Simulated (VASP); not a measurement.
# Zr (Pm-3m) in VASP: further runs

Runs on Zr. Level: PBEsol. Tasks: single point.

Program: VASP 6.6.1. These are calculated values, not measurements. Logs are shortened: lines on timing, memory, paths and dates and some standing lists are left out, and cuts for length are marked.

### 1 The cell of the first run

Symmetry: Pm-3m, No. 221, cubic system. The conventional cell has a = 2.201 Å, b = 2.201 Å, c = 2.201 Å, α = 90.00°, β = 90.00°, γ = 90.00°. Zr (site symmetry m-3m) has 6 Zr at 2.20 Å within 2.9 Å.

### 2 Single point, PBEsol (volume scaled by 0.45)

Input file INCAR:

```
SYSTEM = Zr
ALGO = Normal
EDIFF = 1E-6
ENCUT = 520
GGA = PS
ISIF = 2
ISMEAR = -1
LASPH = .TRUE.
LCHARG = .FALSE.
LREAL = .FALSE.
LWAVE = .FALSE.
NBANDS = 12
NELM = 60
PREC = Accurate
SIGMA = 0.1
```

Input file KPOINTS:

```
k-points
0
G
  13 13 13
  0 0 0
```

Input file POSCAR:

```
Zr
1.0
    2.2011536557      0.0000000000      0.0000000000
    0.0000000000      2.2011536557      0.0000000000
    0.0000000000      0.0000000000      2.2011536557
Zr
1
Direct
    0.0000000000      0.0000000000      0.0000000000
```

Potentials or basis: VASP PAW PBE potentials, release 64 (Zr_sv).

Run with:

```bash
> cat potpaw_PBE.64/Zr_sv/POTCAR > POTCAR
> mpirun -np 1 vasp_std > vasp.out
```

OUTCAR:

```text
SYSTEM = Zr
   EDIFF = 1E-6
   ENCUT = 520
   GGA = PS
   ISIF = 2
   ISMEAR = -1
   LASPH = .TRUE.
   LREAL = .FALSE.
   NELM = 60
   PREC = Accurate

 ion  position               nearest neighbor table
   1  0.000  0.000  0.000-

  LATTYP: Found a simple cubic cell.
 ALAT       =     2.2011536557

  Lattice vectors:

 A1 = (   2.2011536557,   0.0000000000,   0.0000000000)
 A2 = (   0.0000000000,   2.2011536557,   0.0000000000)
 A3 = (   0.0000000000,   0.0000000000,   2.2011536557)

Analysis of symmetry for initial positions (statically):
=====================================================================
 Subroutine PRICEL returns:
 Original cell was already a primitive cell.

 Routine SETGRP: Setting up the symmetry group for a
 simple cubic supercell.

 Subroutine GETGRP returns: Found 48 space group operations
 (whereof 48 operations were pure point group operations)
 out of a pool of 48 trial point group operations.

The static configuration has the point symmetry O_h .

Analysis of symmetry for dynamics (positions and initial velocities):
=====================================================================
 Subroutine PRICEL returns:
 Original cell was already a primitive cell.

 Routine SETGRP: Setting up the symmetry group for a
 simple cubic supercell.

 Subroutine GETGRP returns: Found 48 space group operations
 (whereof 48 operations were pure point group operations)
 out of a pool of 48 trial point group operations.

The dynamic configuration has the point symmetry O_h .

 Subroutine INISYM returns: Found 48 space group operations
 (whereof 48 operations are pure point group operations),
 and found     1 'primitive' translations

----------------------------------------------------------------------------------------

                                     Primitive cell

  volume of cell :      10.6648

  direct lattice vectors                    reciprocal lattice vectors
     2.201153656  0.000000000  0.000000000     0.454307221  0.000000000  0.000000000
     0.000000000  2.201153656  0.000000000     0.000000000  0.454307221  0.000000000
     0.000000000  0.000000000  2.201153656     0.000000000  0.000000000  0.454307221

  length of vectors
     2.201153656  2.201153656  2.201153656     0.454307221  0.454307221  0.454307221

  position of ions in fractional coordinates (direct lattice)
     0.000000000  0.000000000  0.000000000

  ion indices of the primitive-cell ions
   primitive index   ion index
                 1           1

----------------------------------------------------------------------------------------

 KPOINTS: k-points

Automatic generation of k-mesh.
 Grid dimensions read from file:
 generate k-points for:   13   13   13

 Generating k-lattice:

  Cartesian coordinates                     Fractional coordinates (reciprocal lattice)
     0.034946709  0.000000000  0.000000000     0.076923077  0.000000000  0.000000000
     0.000000000  0.034946709  0.000000000     0.000000000  0.076923077  0.000000000
     0.000000000  0.000000000  0.034946709     0.000000000  0.000000000  0.076923077

  Length of vectors
     0.034946709  0.034946709  0.034946709

  Shift w.r.t. Gamma in fractional coordinates (k-lattice)
     0.000000000  0.000000000  0.000000000

 Subroutine IBZKPT returns following result:
 ===========================================

 Found     84 irreducible k-points:

 Following reciprocal coordinates:
            Coordinates               Weight
  0.000000  0.000000  0.000000      1.000000
  0.076923  0.000000  0.000000      6.000000
  0.153846  0.000000  0.000000      6.000000
  0.230769  0.000000  0.000000      6.000000
  0.307692  0.000000  0.000000      6.000000
  0.384615  0.000000  0.000000      6.000000
[... 16 lines left out ...]
  0.307692  0.307692  0.000000     12.000000
  0.384615  0.307692  0.000000     24.000000
 [... further k-points ...]
   k-points           NKPTS =     84   k-points in BZ     NKDIM =     84   number of bands    NBANDS=     12
   number of dos      NEDOS =    301   number of ions     NIONS =      1
   total plane-waves  NPLWV =   4096
   dimension x,y,z NGX =    16 NGY =   16 NGZ =   16
   dimension x,y,z NGXF=    32 NGYF=   32 NGZF=   32
   ions per type =               1
   NGX,Y,Z   is equivalent  to a cutoff of  12.08, 12.08, 12.08 a.u.
   NGXF,Y,Z  is equivalent  to a cutoff of  24.17, 24.17, 24.17 a.u.
 SYSTEM =  Zr
   PREC   = accura    normal or accurate (medium, high low for compatibility)
   ISTART =      0    job   : 0-new  1-cont  2-samecut
   ICHARG =      2    charge: 1-file 2-atom 10-const
   ISPIN  =      1    spin polarized calculation?
   LNONCOLLINEAR =      F non collinear calculations
   LSORBIT =      F    spin-orbit coupling
   LASPH  =      T    aspherical Exc in radial PAW
   ENCUT  =  520.0 eV  38.22 Ry    6.18 a.u.   4.09  4.09  4.09*2*pi/ulx,y,z
   NELM   =     60;   NELMIN=  2; NELMDL= -5     # of ELM steps
   EDIFF  = 0.1E-05   stopping-criterion for ELM
   LREAL  =      F    real-space projection
   EDIFFG = 0.1E-04   stopping-criterion for IOM
   NSW    =      0    number of steps for IOM
   IBRION =     -1    ionic relax: 0-MD 1-quasi-New 2-CG
   NFREE  =      0    steps in history (QN), initial steepest desc. (CG)
   ISIF   =      2    stress and relaxation
   ISYM   =      2    0-nonsym 1-usesym 2-fastsym
   POTIM  = 0.5000    time-step for ionic-motion
   TEBEG  =    0.0;   TEEND  =   0.0 temperature during run
   PSTRESS=    0.0 pullay stress
   NELECT =      12.0000    total number of electrons
   NUPDOWN=      -1.0000    fix difference up-down
   EMIN   =  10.00;   EMAX   =-10.00  energy-range for DOS
   EFERMI =   0.00;   METHOD = LEGACY
   ISMEAR =    -1;   SIGMA  =   0.10  broadening in eV -4-tet -1-fermi 0-gaus
   EFERMI_NEDOS =   21; number of points for ismear=-14 and -15
   IALGO  =     38    algorithm
   IMIX   =      4    mixing-type and parameters
     AMIX     =   0.40;   BMIX     =  1.00
     AMIX_MAG =   1.60;   BMIX_MAG =  1.00
  volume/ion in A,a.u.               =      10.66        71.97
  Fermi-wavevector in a.u.,A,eV,Ry     =   1.702753  3.217736 39.448275  2.899366
  Thomas-Fermi vector in A             =   2.782465
   LORBIT       =      0    0 simple, 1 ext, 2 COOP (PROOUT), +10 PAW based schemes
   GGA     = PS    functional components
   LHFCALC =     F    Hartree Fock is set to
   AEXX    =    0.0000 exact exchange contribution
   IVDW    =     0    specifies the selected vdW correction
   LEPSILON=     F    determine dielectric tensor
   LRPA    =     F    only Hartree local field effects (RPA)
 non-spin polarized calculation
  energy-cutoff  :      520.00
  volume of cell :       10.66
 maximum number of plane-waves:       296
   NGX =  9   NGY =  9   NGZ =  9

 number of electron      12.0000000 magnetization

 Free energy of the ion-electron system (eV)
  ---------------------------------------------------
  ext. energy  EPLUGINS =         0.00000000
  ---------------------------------------------------
  free energy    TOTEN  =        -2.36174074 eV

  energy without entropy =       -2.33822672  energy(sigma->0) =       -2.34998373

 E-fermi :  20.6395     XC(G=0): -15.2524

 val. band max:       20.6049251371   @ k =   0.4615   0.3077   0.1538
 cond. band min:      20.6468030734   @ k =   0.4615   0.0769   0.0000
 fundamental gap:      0.0418779364
 Fermi energy:        20.6395331062

 k-point     1 :       0.0000    0.0000    0.0000
  band No.  band energies     occupation
      1     -30.6554      2.00000
      2      -3.0660      2.00000
      3      -3.0660      2.00000
      4      -3.0660      2.00000
      5      14.8293      2.00000
      6      14.8293      2.00000
      7      16.4411      2.00000
      8      33.3559      0.00000
      9      33.3559      0.00000
     10      33.3559      0.00000
     11      42.7530      0.00000
     12      42.7530      0.00000

 k-point     2 :       0.0769    0.0000    0.0000
  band No.  band energies     occupation
      1     -30.5640      2.00000
      2      -3.7582      2.00000
      3      -3.0090      2.00000
      4      -3.0090      2.00000
      5      14.9310      2.00000
      6      15.4566      2.00000
      7      16.9397      2.00000
      8      32.3578      0.00000
      9      32.3578      0.00000
     10      33.4171      0.00000
     11      41.5489      0.00000
     12      43.6264      0.00000

 k-point     3 :       0.1538    0.0000    0.0000
  band No.  band energies     occupation
      1     -30.3013      2.00000
      2      -5.4425      2.00000
      3      -2.8479      2.00000
      4      -2.8479      2.00000
      5      15.2240      2.00000
      6      16.3387      2.00000
      7      18.9852      2.00000
      8      30.2680      0.00000
      9      30.2680      0.00000
     10      33.5908      0.00000
     11      39.1737      0.00000
     12      42.9151      0.00000

 k-point     4 :       0.2308    0.0000    0.0000
  band No.  band energies     occupation
      1     -29.9048      2.00000
      2      -7.4585      2.00000
      3      -2.6127      2.00000
      4      -2.6127      2.00000
      5      15.6694      2.00000
      6      17.1811      2.00000
      7      21.9498      0.00000
      8      28.0836      0.00000
      9      28.0836      0.00000
     10      33.8457      0.00000
     11      37.0501      0.00000
     12      39.7261      0.00000

 k-point     5 :       0.3077    0.0000    0.0000
  band No.  band energies     occupation
      1     -29.4437      2.00000
      2      -9.3393      2.00000
      3      -2.3520      2.00000
      4      -2.3520      2.00000
      5      16.1932      2.00000
      6      18.1941      2.00000
      7      24.3818      0.00000
      8      26.2243      0.00000
      9      26.2243      0.00000
     10      34.1305      0.00000
     11      36.3658      0.00000
     12      37.1353      0.00000

 k-point     6 :       0.3846    0.0000    0.0000
  band No.  band energies     occupation
      1     -29.0223      2.00000
      2     -10.7823      2.00000
      3      -2.1262      2.00000
      4      -2.1262      2.00000
      5      16.6784      2.00000
      6      19.3258      2.00000
      7      24.8881      0.00000
      8      24.8881      0.00000
      9      25.0125      0.00000
     10      34.3792      0.00000
     11      35.2686      0.00000
     12      38.2604      0.00000

 k-point     7 :       0.4615    0.0000    0.0000
  band No.  band energies     occupation
      1     -28.7650      2.00000
      2     -11.5693      2.00000
      3      -1.9945      2.00000
      4      -1.9945      2.00000
      5      16.9784      2.00000
      6      20.2640      1.95428
      7      24.1905      0.00000
      8      24.1905      0.00000
      9      24.5087      0.00000
     10      34.2770      0.00000
     11      34.5252      0.00000
     12      41.8481      0.00000

 k-point     8 :       0.0769    0.0769    0.0000
  band No.  band energies     occupation
      1     -30.4725      2.00000
      2      -3.7024      2.00000
      3      -3.6926      2.00000
      4      -2.9521      2.00000
      5      15.2736      2.00000
      6      15.9761      2.00000
      7      17.2843      2.00000
      8      31.3369      0.00000
      9      32.2120      0.00000
     10      32.6599      0.00000
     11      41.9910      0.00000
     12      42.7609      0.00000
[... 166 lines left out ...]
 k-point    20 :       0.3077    0.2308    0.0000
  band No.  band energies     occupation
      1     -28.7002      2.00000
      2      -8.7068      2.00000
      3      -6.5126      2.00000
      4      -1.9214      2.00000
      5      17.3769      2.00000
      6      18.3608      2.00000
      7      24.6856      0.00000
      8      26.9258      0.00000
      9      28.1490      0.00000
     10      29.3449      0.00000
     11      36.7691      0.00000
     12      41.5896      0.00000

 k-point    21 :       0.3846    0.2308    0.0000
  band No.  band energies     occupation
      1     -28.2817      2.00000
      2     -10.1255      2.00000
      3      -6.2020      2.00000
      4      -1.7035      2.00000
      5      16.2829      2.00000
      6      18.8435      2.00000
      7      25.4744      0.00000
      8      25.6594      0.00000
      9      29.5345      0.00000
     10      29.6784      0.00000
     11      37.2111      0.00000
     12      42.2459      0.00000

 k-point    22 :       0.4615    0.2308    0.0000
  band No.  band energies     occupation
      1     -28.0264      2.00000
      2     -10.9004      2.00000
      3      -6.0179      2.00000
      4      -1.5765      2.00000
      5      15.6090      2.00000
      6      19.2386      2.00000
      7      24.9857      0.00000
      8      25.9241      0.00000
      9      29.5556      0.00000
     10      29.8943      0.00000
     11      38.7742      0.00000
     12      41.7517      0.00000

 k-point    23 :       0.3077    0.3077    0.0000
  band No.  band energies     occupation
      1     -28.2440      2.00000
      2      -8.3368      2.00000
      3      -8.3245      2.00000
      4      -1.6746      2.00000
      5      15.5932      2.00000
      6      18.9363      2.00000
      7      27.0995      0.00000
      8      27.5968      0.00000
      9      27.8342      0.00000
     10      29.1252      0.00000
     11      36.1784      0.00000
     12      41.5542      0.00000

 k-point    24 :       0.3846    0.3077    0.0000
  band No.  band energies     occupation
      1     -27.8275      2.00000
      2      -9.7330      2.00000
      3      -7.9960      2.00000
      4      -1.4616      2.00000
      5      14.1556      2.00000
      6      19.5877      1.99995
      7      26.1273      0.00000
      8      27.9234      0.00000
      9      28.9133      0.00000
     10      30.4714      0.00000
     11      36.2722      0.00000
     12      43.0290      0.00000

 [... further k-points ...]
[... 5 lines left out ...]
  --------------------------------------------------------------------------------------
  -------------------------------------------------------------------------------------
  Total       19.5466149     19.5466149     19.5466149      0.0000000      0.0000000     -0.0000000
  in kB     2936.5071224   2936.5071224   2936.5071224      0.0000000      0.0000000     -0.0000000
  external PRESSURE =    2936.5071224 kB  Pullay stress =       0.0000000 kB

 VOLUME and BASIS-vectors are now :
 -----------------------------------------------------------------------------
  energy-cutoff  :      520.00
  volume of cell :       10.66
      direct lattice vectors                 reciprocal lattice vectors
     2.201153656  0.000000000  0.000000000     0.454307221  0.000000000  0.000000000
     0.000000000  2.201153656  0.000000000     0.000000000  0.454307221  0.000000000
     0.000000000  0.000000000  2.201153656     0.000000000  0.000000000  0.454307221

 POSITION                                       TOTAL-FORCE (eV/Angst)
 -----------------------------------------------------------------------------------
      0.00000      0.00000      0.00000         0.000000      0.000000      0.000000
 -----------------------------------------------------------------------------------
    total drift:                                0.000000      0.000000      0.000000

  FREE ENERGIE OF THE ION-ELECTRON SYSTEM (eV)
  ---------------------------------------------------
  free  energy   TOTEN  =        -2.3617407384 eV

  energy  without entropy=       -2.3382267188  energy(sigma->0) =       -2.34998373
```

It took 7.5 s on 1 thread of Intel Xeon Platinum 8488C (Sapphire Rapids), shared host; peak memory 0.12 GiB.

What came out:

```yaml
Free_energy: -2.3617 eV
Pressure: 293.7 GPa
Band_gap_on_the_k_mesh: zero (band 6 reaches 22.02 eV, above the bottom of band 7 at 14.38 eV)
```

Caveat: the PAW data sets were made with another functional, which shifts forces and pressure a little.

### 3 Single point, PBEsol (volume scaled by 0.45)

Input file INCAR:

```
PREC = Accurate
ENCUT = 520
EDIFF = 1E-6
ISMEAR = -1
SIGMA = 0.1
LREAL = F
LASPH = T
NELM = 80
ALGO = Normal
ISIF = 2
LWAVE = F
LCHARG = F
GGA = PS
NBANDS = 12
```

Input file KPOINTS:

```
Automatic mesh
0
Gamma
  13 13 13
```

POSCAR is that of step 2.

Potentials or basis: VASP PAW PBE potentials, release 64 (Zr_sv).

Run with:

```bash
> cat potpaw_PBE.64/Zr_sv/POTCAR > POTCAR
> mpirun -np 1 vasp_std > vasp.out
```

Wall time 5 s (1 thread of Intel Xeon Platinum 8488C (Sapphire Rapids), shared host); peak memory 0.12 GiB.

The run converged. Its results:

```
Free energy            : -2.3617 eV
Pressure               : 293.7 GPa
Band gap on the k mesh : zero (band 6 reaches 22.02 eV, above the bottom of band 7 at 14.38 eV)
```

Levels at points of the mesh, in eV from the Fermi level:
| k point | band 3 | band 4 | band 5 | band 6 | band 7 | band 8 | band 9 | band 10 |
| --- | --- | --- | --- | --- | --- | --- | --- | --- |
| (0.00, 0.00, 0.00) | -23.71 | -23.71 | -5.81 | -5.81 | -4.20 | 12.72 | 12.72 | 12.72 |

Caveat: the PAW data sets were made with another functional, which shifts forces and pressure a little.

### 4 Single point, PBEsol (volume scaled by 0.52)

Input file INCAR:

```
SYSTEM = Zr
ALGO = Normal ; EDIFF = 1E-6
ENCUT = 520 ; GGA = PS
ISIF = 2 ; ISMEAR = -1
LASPH = .True. ; LCHARG = .False.
LREAL = .False. ; LWAVE = .False.
NBANDS = 12 ; NELM = 60
PREC = Accurate ; SIGMA = 0.1
```

Input file KPOINTS:

```
k-points
0
Gamma
  13 13 13
  0 0 0
```

Input file POSCAR:

```
Zr
1.0
    2.3098332940      0.0000000000      0.0000000000
    0.0000000000      2.3098332940      0.0000000000
    0.0000000000      0.0000000000      2.3098332940
Zr
1
Direct
    0.0000000000      0.0000000000      0.0000000000
```

Run with:

```bash
> cat potpaw_PBE.64/Zr_sv/POTCAR > POTCAR
> mpirun -np 1 vasp_std > vasp.out
```

Run time: 10 s. Hardware: 1 thread of Intel Xeon Platinum 8488C (Sapphire Rapids), shared host; peak memory 0.13 GiB.

The run converged. Its results:

| Item | Value |
| --- | --- |
| Free energy | -4.7327 eV |
| Pressure | 175.2 GPa |
| Band gap on the k mesh | zero (band 6 reaches 19.05 eV, above the bottom of band 7 at 12.75 eV) |

Levels at points of the mesh, in eV from the Fermi level:
```tsv
k point	band 3	band 4	band 5	band 6	band 7	band 8	band 9	band 10
(0.00, 0.00, 0.00)	-24.15	-24.15	-4.88	-4.81	-4.81	11.07	11.07	11.07
```

Caveat: the PAW data sets were made with another functional, which shifts forces and pressure a little.

(Continued in part 2 of 2.)
